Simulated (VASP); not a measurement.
A run of VASP 6.6.1 is set up as follows.

Contents of INCAR:

```
SYSTEM = Zr2SiO4
  PREC = Accurate
  ENCUT = 520
  EDIFF = 1E-6
  ISMEAR = 0
  SIGMA = 0.05
  LREAL = .False.
  LASPH = .True.
  NELM = 200
  ALGO = Normal
  ISIF = 2
  LWAVE = .False.
  LCHARG = .False.
  ISPIN = 2
  MAGMOM = 0 0 0 0 0 0 2
  LORBIT = 11
  LMAXMIX = 4
  LDIPOL = .True.
  IDIPOL = 3
  DIPOL = 0.5 0.5 0.318
  GGA = PE
  IVDW = 12
  NBANDS = 39
  GGA_COMPAT = .False.
  NELMDL = -8
```

KPOINTS

```
Automatic mesh
0
Gamma
  9 9 1
  0 0 0
```

The input POSCAR:

```
Zr2SiO4
1.0
    3.5974414580      0.0000000000      0.0000000000
   -1.7987207290      3.1154756913      0.0000000000
    0.0000000000      0.0000000000     21.3728427344
O Zr Si
4 2 1
Direct
    0.0000000000      0.0000000000      0.1871533913
    0.3333333333      0.6666666667      0.2558690668
    0.6666666667      0.3333333333      0.3197992968
    0.0000000000      0.0000000000      0.3917514782
    0.6666666667      0.3333333333      0.2215112290
    0.3333333333      0.6666666667      0.3546358399
    0.0000000000      0.5000000000      0.4946858434
```

Potentials or basis: VASP PAW PBE potentials, release 64 (O, Zr_sv, Si).

The run is started by

```console
$ cat potpaw_PBE.64/O/POTCAR potpaw_PBE.64/Zr_sv/POTCAR potpaw_PBE.64/Si/POTCAR > POTCAR
$ mpirun -np 1 vasp_std > vasp.out
```

(1) What does it give for the dispersion energy per atom?

(2) Estimate the largest force.

(3) What does it give for the net moment?

Results:

(1) -0.208 eV.

(2) 0.591 eV/Å.

(3) 0.81 μB per cell.

Caveat: a moment this small can come from the mesh or the smearing.
